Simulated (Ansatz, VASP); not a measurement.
**TiW4 in VASP and in Ansatz**

```xyz
10
Lattice="2.8807 0.0000 0.0000 -1.4404 2.4948 0.0000 0.0000 0.0000 23.2592" Properties=species:S:1:pos:R:3 pbc="T T T"
Ti    0.0000    1.6632   17.4444
Ti    1.4404    0.8316    5.8148
W     0.0000    1.6632   22.0962
W     0.0000    1.6632    3.4889
W     0.0000    1.6632    8.1407
W     0.0000    1.6632   12.7926
W     1.4404    0.8316    1.1630
W     1.4404    0.8316   10.4666
W     1.4404    0.8316   15.1185
W     1.4404    0.8316   19.7703
```

Alike in both runs: task single point; functional PBE; k mesh 6 × 6 × 1; occupations gaussian, width 0.1 eV; collinear spin.

|  | VASP | Ansatz |
| --- | --- | --- |
| version | VASP 6.6.1 | Ansatz 0.2.0 |
| potentials or method | VASP PAW PBE potentials, release 64 (Ti_sv, W_sv), cutoff 520 eV | scalar-relativistic, plane waves, PAW |
| valence electrons in the cell | 136 | 136 |

```tsv
	VASP	Ansatz	Ansatz less VASP
gap on the k mesh at the Fermi level (eV)	none	none	-
pressure (GPa)	-2.4	-2.6	-0.24
traceless stress, the component that is largest in VASP (GPa)	8.12	8.02	-0.102
rms of the force components (eV/Å)	0.094	0.083	-0.0107
net moment per atom (μB)	0.00	0.00	0.000
```

Atom by atom the forces differ by 0.012 eV/Å (rms over components). A gap of «none» marks a metal or a gap that the smearing closes. Ansatz's warnings: seeded moment not kept.

The k mesh is coarse, so the values compare programs but aren't converged. Neither program's run includes spin-orbit coupling.
